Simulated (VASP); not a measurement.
A run of VASP 6.6.1:

The input INCAR:

```
ALGO = Normal ; EDIFF = 1E-8
ENCUT = 520 ; GGA = PE
ISIF = 2 ; ISMEAR = -1
LASPH = T ; LCHARG = F
LEFG = T ; LREAL = F
LWAVE = F ; NBANDS = 16
NELM = 60 ; PREC = Accurate
SIGMA = 0.08
```

File KPOINTS:

```
k-points
0
Gamma
  15 15 13
```

Contents of POSCAR:

```
TiB2
1.0
    3.0690606440      0.0000000000      0.0000000000
   -1.5345303220      2.6578844835      0.0000000000
    0.0000000000      0.0000000000      3.2708838193
Ti B
1 2
Direct
    0.0000000000      0.0000000000      0.0000000000
    0.3333333333      0.6666666667      0.5000000000
    0.6666666667      0.3333333333      0.5000000000
```

Potentials or basis: VASP PAW PBE potentials, release 64 (Ti_sv, B).

Launch:

```console
$ cat potpaw_PBE.64/Ti_sv/POTCAR potpaw_PBE.64/B/POTCAR > POTCAR
$ mpirun -np 1 vasp_std > vasp.out
```

Hardware: 1 thread of Intel Xeon 8259CL, on a shared host.

Estimate the wall time of this run.

It took 91 s on 1 thread of Intel Xeon 8259CL (shared host), peak memory 0.2 GiB. Counts: scf iterations 16, k points 189.
